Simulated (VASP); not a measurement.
# H6C2O in VASP: notebook, part 2 of 4

VASP 6.6.1.

## Step 3: Single point, PBE+D3(BJ)

The input, INCAR:

```
SYSTEM = H6C2O
ALGO     = Normal         ! electronic algorithm
EDIFF    = 1E-7           ! SCF threshold, eV
ENCUT    = 520            ! plane-wave cutoff, eV
GGA      = PE             ! functional
ISIF     = 2              ! what is computed and relaxed
ISMEAR   = -1             ! smearing method
IVDW     = 12             ! dispersion correction
LASPH    = .TRUE.         ! aspherical terms in the spheres
LCHARG   = .FALSE.        ! write CHGCAR
LREAL    = Auto         
LWAVE    = .FALSE.        ! write WAVECAR
NBANDS   = 64             ! bands
NELM     = 100            ! most SCF steps
PREC     = Accurate       ! precision mode
SIGMA    = 0.02           ! smearing width, eV
```

The input, KPOINTS:

```
k-points
0
G
  1 1 1
  0 0 0
```

The input, POSCAR:

```
H6C2O
1.0
    7.2936330000      0.0000000000      0.0000000000
    0.0000000000      7.2936330000      0.0000000000
    0.0000000000      0.0000000000      7.2936330000
C O H
8 4 24
Direct
    0.2249907556      0.5480396395      0.3012627589
    0.0329191227      0.6128084591      0.3031685307
    0.6634690832      0.2555790784      0.6293845605
    0.7719472587      0.1731784421      0.7932260919
    0.3411742817      0.7298009099      0.7495167360
    0.1467444276      0.7114287215      0.8391839842
    0.5552376984     -0.0592571631      0.2264029462
    0.4378065088      0.1081491213      0.1928942682
   -0.0573513913      0.4836410058      0.1723283856
    0.7367658888     -0.0281752592      0.7801187693
    0.0575707607      0.5415956630      0.7851231341
    0.2418822005      0.0807005233      0.2160651626
   -0.1748785550      0.5314086958      0.1330475498
   -0.0219780732      0.5914884941      0.4420979229
    0.0200174591      0.7603481009      0.2527821183
    0.3120804131      0.6711607233      0.3393781947
    0.2517812454      0.4259879816      0.3796736140
    0.2763917515      0.5084983026      0.1588097454
    0.7818874352     -0.0683747043      0.8982217778
    0.9160318321      0.1848872846      0.7790219223
    0.7343391147      0.2363568334      0.9286455735
    0.6873940600      0.3927260941      0.6009899319
    0.7167347192      0.1981180024      0.4926625730
    0.5202619874      0.2300773839      0.6506085513
    0.0198803532      0.4707119209      0.8903793213
    0.1736994444      0.7093721332      0.9922764142
    0.0505920712      0.8170139627      0.7793372658
    0.3858433787      0.8790955070      0.7510660325
    0.4529429984      0.6454670807      0.8110635674
    0.3176057803      0.6993771143      0.6001124542
    0.1994753506      0.2078388095      0.2503416336
    0.4749347822      0.2198767062      0.2908838435
    0.4742218316      0.1389705240      0.0537180853
    0.6901910200      0.0019057718      0.2264166568
    0.5329717029     -0.1122074555      0.3754096210
    0.5486703266     -0.1786900986      0.1278238156
```

Potentials or basis: VASP PAW PBE potentials, release 64 (C, O, H).

Run with:

```console
cat potpaw_PBE.64/C/POTCAR potpaw_PBE.64/O/POTCAR potpaw_PBE.64/H/POTCAR > POTCAR
mpirun -np 1 vasp_gam > vasp.out
```

OUTCAR:

```text
SYSTEM = H6C2O
   EDIFF = 1E-7
   ENCUT = 520
   GGA = PE
   ISIF = 2
   ISMEAR = -1
   IVDW = 12
   LASPH = .TRUE.
   LREAL = Auto
   NELM = 100
   PREC = Accurate
 IVDW          = 12

 ion  position               nearest neighbor table
   1  0.225  0.548  0.301-  17 1.08  16 1.13  18 1.14   2 1.48
   2  0.033  0.613  0.303-  14 1.10  15 1.14   1 1.48   9 1.49
   3  0.663  0.256  0.629-  22 1.04  24 1.07  23 1.15   4 1.55
   4  0.772  0.173  0.793-  20 1.06  21 1.12  10 1.49   3 1.55
   5  0.341  0.730  0.750-  29 1.12  30 1.13  28 1.14   6 1.57
   6  0.147  0.711  0.839-  27 1.13  26 1.13  11 1.45   5 1.57
   7  0.555  0.941  0.226-  34 1.08  36 1.13  35 1.16   8 1.51
   8  0.438  0.108  0.193-  33 1.07  32 1.12  12 1.45   7 1.51
   9  0.943  0.484  0.172-  13 0.97   2 1.49
  10  0.737  0.972  0.780-  19 0.97   4 1.49
  11  0.058  0.542  0.785-  25 0.97   6 1.45
  12  0.242  0.081  0.216-  31 1.01   8 1.45
  13  0.825  0.531  0.133-   9 0.97
  14  0.978  0.591  0.442-   2 1.10
  15  0.020  0.760  0.253-   2 1.14
  16  0.312  0.671  0.339-   1 1.13
  17  0.252  0.426  0.380-   1 1.08
[... 17 lines left out ...]
  35  0.533  0.888  0.375-   7 1.16
  36  0.549  0.821  0.128-   7 1.13

  LATTYP: Found a simple cubic cell.
 ALAT       =     7.2936330000

  Lattice vectors:

 A1 = (   7.2936330000,   0.0000000000,   0.0000000000)
 A2 = (   0.0000000000,   7.2936330000,   0.0000000000)
 A3 = (   0.0000000000,   0.0000000000,   7.2936330000)

Analysis of symmetry for initial positions (statically):
=====================================================================
 Subroutine PRICEL returns:
 Original cell was already a primitive cell.

 Routine SETGRP: Setting up the symmetry group for a
 simple cubic supercell.

 Subroutine GETGRP returns: Found  1 space group operations
 (whereof  1 operations were pure point group operations)
 out of a pool of 48 trial point group operations.

The static configuration has the point symmetry C_1 .

Analysis of symmetry for dynamics (positions and initial velocities):
=====================================================================
 Subroutine PRICEL returns:
 Original cell was already a primitive cell.

 Routine SETGRP: Setting up the symmetry group for a
 simple cubic supercell.

 Subroutine GETGRP returns: Found  1 space group operations
 (whereof  1 operations were pure point group operations)
 out of a pool of 48 trial point group operations.

The dynamic configuration has the point symmetry C_1 .

 Subroutine INISYM returns: Found  1 space group operations
 (whereof  1 operations are pure point group operations),
 and found     1 'primitive' translations

----------------------------------------------------------------------------------------

                                     Primitive cell

  volume of cell :     388.0000

  direct lattice vectors                    reciprocal lattice vectors
     7.293633000  0.000000000  0.000000000     0.137105884  0.000000000  0.000000000
     0.000000000  7.293633000  0.000000000     0.000000000  0.137105884  0.000000000
     0.000000000  0.000000000  7.293633000     0.000000000  0.000000000  0.137105884

  length of vectors
     7.293633000  7.293633000  7.293633000     0.137105884  0.137105884  0.137105884

  position of ions in fractional coordinates (direct lattice)
     0.224990756  0.548039639  0.301262759
[... 101 lines left out ...]
 Following reciprocal coordinates:
            Coordinates               Weight
  0.000000  0.000000  0.000000      1.000000
   k-points           NKPTS =      1   k-points in BZ     NKDIM =      1   number of bands    NBANDS=     64
   number of dos      NEDOS =    301   number of ions     NIONS =     36
   total plane-waves  NPLWV = 157464
   dimension x,y,z NGX =    54 NGY =   54 NGZ =   54
   dimension x,y,z NGXF=   108 NGYF=  108 NGZF=  108
   ions per type =               8   4  24
   NGX,Y,Z   is equivalent  to a cutoff of  12.31, 12.31, 12.31 a.u.
   NGXF,Y,Z  is equivalent  to a cutoff of  24.62, 24.62, 24.62 a.u.
 SYSTEM =  H6C2O
   PREC   = accura    normal or accurate (medium, high low for compatibility)
   ISTART =      0    job   : 0-new  1-cont  2-samecut
   ICHARG =      2    charge: 1-file 2-atom 10-const
   ISPIN  =      1    spin polarized calculation?
   LNONCOLLINEAR =      F non collinear calculations
   LSORBIT =      F    spin-orbit coupling
   LASPH  =      T    aspherical Exc in radial PAW
   ENCUT  =  520.0 eV  38.22 Ry    6.18 a.u.  13.56 13.56 13.56*2*pi/ulx,y,z
   NELM   =    100;   NELMIN=  2; NELMDL= -5     # of ELM steps
   EDIFF  = 0.1E-06   stopping-criterion for ELM
   LREAL  =      T    real-space projection
   EDIFFG = 0.1E-05   stopping-criterion for IOM
   NSW    =      0    number of steps for IOM
   IBRION =     -1    ionic relax: 0-MD 1-quasi-New 2-CG
   NFREE  =      0    steps in history (QN), initial steepest desc. (CG)
   ISIF   =      2    stress and relaxation
   ISYM   =      2    0-nonsym 1-usesym 2-fastsym
   POTIM  = 0.5000    time-step for ionic-motion
   TEBEG  =    0.0;   TEEND  =   0.0 temperature during run
   PSTRESS=    0.0 pullay stress
   NELECT =      80.0000    total number of electrons
   NUPDOWN=      -1.0000    fix difference up-down
   EMIN   =  10.00;   EMAX   =-10.00  energy-range for DOS
   EFERMI =   0.00;   METHOD = LEGACY
   ISMEAR =    -1;   SIGMA  =   0.02  broadening in eV -4-tet -1-fermi 0-gaus
   EFERMI_NEDOS =   21; number of points for ismear=-14 and -15
   IALGO  =     38    algorithm
   IMIX   =      4    mixing-type and parameters
     AMIX     =   0.40;   BMIX     =  1.00
     AMIX_MAG =   1.60;   BMIX_MAG =  1.00
  volume/ion in A,a.u.               =      10.78        72.73
  Fermi-wavevector in a.u.,A,eV,Ry     =   0.967151  1.827650 12.726630  0.935381
  Thomas-Fermi vector in A             =   2.097013
   LORBIT       =      0    0 simple, 1 ext, 2 COOP (PROOUT), +10 PAW based schemes
   GGA     = PE    functional components
   LHFCALC =     F    Hartree Fock is set to
   AEXX    =    0.0000 exact exchange contribution
   IVDW    =    12    specifies the selected vdW correction
   LEPSILON=     F    determine dielectric tensor
   LRPA    =     F    only Hartree local field effects (RPA)
 non-spin polarized calculation
  energy-cutoff  :      520.00
  volume of cell :      388.00
 maximum number of plane-waves:      5198
 NGX is ok and might be reduce to    54
   NGX = 27   NGY = 27   NGZ = 27

 number of electron      80.0000002 magnetization

 Free energy of the ion-electron system (eV)
  ---------------------------------------------------
  ext. energy  EPLUGINS =         0.00000000
  ---------------------------------------------------
  free energy    TOTEN  =      -186.38289992 eV

  energy without entropy =     -186.38289992  energy(sigma->0) =     -186.38289992

 E-fermi :  -2.2563     XC(G=0):  -6.5051

 val. band max:       -2.8081969445   @ k =   0.0000   0.0000   0.0000
 cond. band min:       1.8112805257   @ k =   0.0000   0.0000   0.0000
 fundamental gap:      4.6194774702
 Fermi energy:        -2.2562919631

 k-point     1 :       0.0000    0.0000    0.0000
  band No.  band energies     occupation
      1     -22.4098      2.00000
      2     -22.0876      2.00000
      3     -22.0462      2.00000
      4     -21.7682      2.00000
      5     -15.9301      2.00000
      6     -15.6839      2.00000
[... 44 lines left out ...]
     51       5.1150      0.00000
     52       5.2045      0.00000
 [bands above 52 left out]

------------------------ aborting loop because EDIFF is reached ----------------------------------------

 Edisp (eV)   -1.32129

 E8    (eV) :    -0.2911

  FORCE on cell =-STRESS in cart. coord.  units (eV):
  Direction    XX          YY          ZZ          XY          YZ          ZX
  --------------------------------------------------------------------------------------
  -------------------------------------------------------------------------------------
  Total       0.83311    -5.87059    -7.33374     1.08004    -3.55757    -0.37681
  in kB       3.44019   -24.24157   -30.28340     4.45982   -14.69034    -1.55599
  external pressure =      -17.03 kB  Pullay stress =        0.00 kB

 VOLUME and BASIS-vectors are now :
 -----------------------------------------------------------------------------
  energy-cutoff  :      520.00
  volume of cell :      388.00
      direct lattice vectors                 reciprocal lattice vectors
     7.293633000  0.000000000  0.000000000     0.137105884  0.000000000  0.000000000
     0.000000000  7.293633000  0.000000000     0.000000000  0.137105884  0.000000000
     0.000000000  0.000000000  7.293633000     0.000000000  0.000000000  0.137105884

 POSITION                                       TOTAL-FORCE (eV/Angst)
 -----------------------------------------------------------------------------------
      1.64100      3.99720      2.19730         2.154399      1.412568     -1.537294
      0.24010      4.46960      2.21120        -0.853695     -0.370500     -1.254293
      4.83910      1.86410      4.59050         1.683639     -2.271790     -0.429516
      5.63030      1.26310      5.78550        -1.524652     -0.500209     -1.212169
      2.48840      5.32290      5.46670        -0.948910      1.010799     -0.846244
      1.07030      5.18890      6.12070         0.736810     -0.426973      0.074839
[... 28 lines left out ...]
      3.88730      6.47523      2.73810         0.293619      0.351147     -1.576911
      4.00180      5.99033      0.93230        -0.260704      0.993320      0.421765
 -----------------------------------------------------------------------------------
    total drift:                               -0.027600     -0.013789      0.041453

  FREE ENERGIE OF THE ION-ELECTRON SYSTEM (eV)
  ---------------------------------------------------
  free  energy   TOTEN  =      -187.7041912855 eV

  energy  without entropy=     -187.7041912854  energy(sigma->0) =     -187.70419129
```

It took 33 s on 1 thread of Intel Xeon 6975P-C (Granite Rapids), shared host; peak memory 0.35 GiB.

Results:

```
Free energy                : -187.7042 eV
Pressure                   : -1.7 GPa
Largest force              : 3.000 eV/Å
Band gap on the k mesh     : 4.62 eV
Dispersion energy per atom : -0.037 eV
```

Forces in eV/Å, atoms in the order of the input:
```
C    2.154  1.413 -1.537
C   -0.854 -0.370 -1.254
C    1.684 -2.272 -0.430
C   -1.525 -0.500 -1.212
C   -0.949  1.011 -0.846
C    0.737 -0.427  0.075
C   -0.580 -1.156  2.274
C   -0.613 -0.487  0.701
O   -0.015  0.393  0.350
O   -0.049  1.430  0.756
O    0.493  0.027 -0.750
O    0.085  1.377  0.209
H   -0.270  0.169  0.210
H   -0.331  0.323  0.017
H    0.028 -1.075  0.459
H   -0.216 -1.306  0.131
H    0.069 -0.227  1.009
H   -0.639  0.544  0.726
H    0.060 -0.629  0.171
H    1.385  0.556 -0.283
H   -0.211 -0.514 -0.509
H    0.287  2.514  0.363
H   -0.646 -0.241  1.329
H   -0.840 -0.187 -0.171
H    0.081  0.038  0.748
H   -0.860  0.513 -0.965
H    0.816 -0.014  0.927
H   -0.238 -1.040  0.238
H   -0.612  0.130 -0.282
H    0.586 -0.104  0.878
H   -0.034 -1.568 -0.507
H    0.372 -0.397 -0.559
H   -0.272  1.010 -1.032
H    0.885 -0.276 -0.076
H    0.294  0.351 -1.577
H   -0.261  0.993  0.422
```

Caveat: the k points lie up to 0.86 Å⁻¹ apart.

## Step 4: Single point, PBE+D3(BJ)

The input, INCAR:

```
SYSTEM = H6C2O
ALGO = Normal ; EDIFF = 1E-6
ENCUT = 520 ; GGA = PE
ISIF = 2 ; ISMEAR = -1
IVDW = 12 ; LASPH = .True.
LCHARG = .False. ; LREAL = Auto
LWAVE = .False. ; NBANDS = 64
NELM = 60 ; PREC = Accurate
SIGMA = 0.02
```

The input, KPOINTS:

```
k-points
0
Gamma
  1 1 1
  0 0 0
```

The input, POSCAR:

```
H6C2O
1.0
    7.2936330000      0.0000000000      0.0000000000
    0.0000000000      7.2936330000      0.0000000000
    0.0000000000      0.0000000000      7.2936330000
C O H
8 4 24
Direct
    0.2002431436      0.4961176412      0.3305897075
    0.0220877579      0.6009076684      0.3089681096
    0.7351617500      0.2855092928      0.6559282596
    0.8343304359      0.1926063458      0.8071012073
    0.3692535668      0.7352303029      0.7468568819
    0.1627172631      0.7254135216      0.8080335273
    0.5986591319     -0.0536495324      0.2191637556
    0.4800488316      0.1058046107      0.1799651833
   -0.0875695281      0.4943078436      0.1879858775
    0.7826003858     -0.0027421177      0.8172333321
    0.0792472009      0.5440224371      0.7712205975
    0.2989456695      0.0584208172      0.2340397440
   -0.2106906119      0.5440361477      0.2010246471
   -0.0424754029      0.6277667110      0.4548350596
    0.0583659748      0.7389321618      0.2429242053
    0.2805323492      0.5672070421      0.4351192334
    0.1510084206      0.3602731314      0.3754370421
    0.2598567819      0.4902632200      0.1994616400
    0.8614362691     -0.0541979559      0.9172246533
    0.9903569319      0.2032320518      0.7757588022
    0.8259121346      0.2526313018      0.9476758702
    0.7582640914      0.4223546756      0.6847753376
    0.8100626944      0.2410869864      0.5192611145
    0.5868268941      0.2588970407      0.6318524664
    0.0911068599      0.4619371444      0.8900091354
    0.1696822420      0.7711383339      0.9570264915
    0.0811529727      0.8355506782      0.7403580630
    0.4334876734      0.8470127301      0.8261177934
    0.4467732336      0.6067895108      0.7818051717
    0.4072730284      0.7751144046      0.6096001814
    0.2160514520      0.1555603360      0.2185604897
    0.5231000792      0.2286103510      0.2576356666
    0.4870549423      0.1247389333      0.0345781039
    0.7348189853     -0.0089530142      0.2510134524
    0.5295714769     -0.1304425380      0.3272169027
    0.5977816542     -0.1370373311      0.0960700929
```

Run with:

```console
cat potpaw_PBE.64/C/POTCAR potpaw_PBE.64/O/POTCAR potpaw_PBE.64/H/POTCAR > POTCAR
mpirun -np 1 vasp_gam > vasp.out
```

Run time: 29 s. Hardware: 1 thread of Intel Xeon 6975P-C (Granite Rapids), shared host; peak memory 0.35 GiB.

The run converged. Its results:

| Item | Value |
| --- | --- |
| Free energy | -187.5752 eV |
| Pressure | -0.8 GPa |
| Largest force | 3.385 eV/Å |
| Band gap on the k mesh | 4.75 eV |
| Dispersion energy per atom | -0.036 eV |

Forces on the atoms (eV/Å):
```
C   -1.865  0.236  1.484
C    0.609  1.590  1.165
C    0.338 -2.277 -2.483
C    1.659 -1.600  0.874
C    0.029 -0.136  1.280
C    1.139 -0.014  0.104
C   -0.471 -0.812 -0.008
C   -0.537  0.909  0.636
O   -0.717  0.160  0.157
O    1.036  0.380  0.861
O    0.574 -0.234  2.588
O    0.322 -1.878  0.305
H   -0.122 -0.189 -0.357
H    0.495 -0.454 -1.829
H   -0.535 -0.711  0.595
H    0.394 -0.391 -0.126
H    0.665 -0.021  0.244
H    1.148 -0.177 -1.331
H   -0.792  0.260 -0.939
H   -1.349 -0.182  0.132
H   -0.566  0.097 -0.466
H    0.211  2.553 -0.241
H   -1.053  0.842  1.522
H    0.405 -0.137  0.605
H   -0.281  1.956 -2.268
H   -0.501 -0.922 -0.662
H    0.068 -0.677 -0.134
H    0.028 -0.124  0.177
H   -0.514  0.517 -0.093
H   -0.505 -0.161 -0.888
H   -0.935  1.528 -0.303
H    0.117  0.083 -0.237
H   -0.073  0.844 -1.055
H    0.830 -0.121  0.404
H    0.449 -0.205  0.501
H    0.301 -0.533 -0.215
```

Stress tensor (GPa, compression positive):
```
-0.64 -0.97  0.82
-0.97 -0.17 -0.63
 0.82 -0.63 -1.58
```

Levels at points of the mesh, in eV from the valence-band top:
```csv
k point,band 36,band 37,band 38,band 39,band 40,band 41,band 42,band 43,band 44,band 45
"(0.00, 0.00, 0.00)",-1.43,-0.46,-0.25,-0.11,0.00,4.75,5.89,6.07,6.35,6.81
```

Caveat: the k points lie up to 0.86 Å⁻¹ apart.

[end of part 2 of 4]
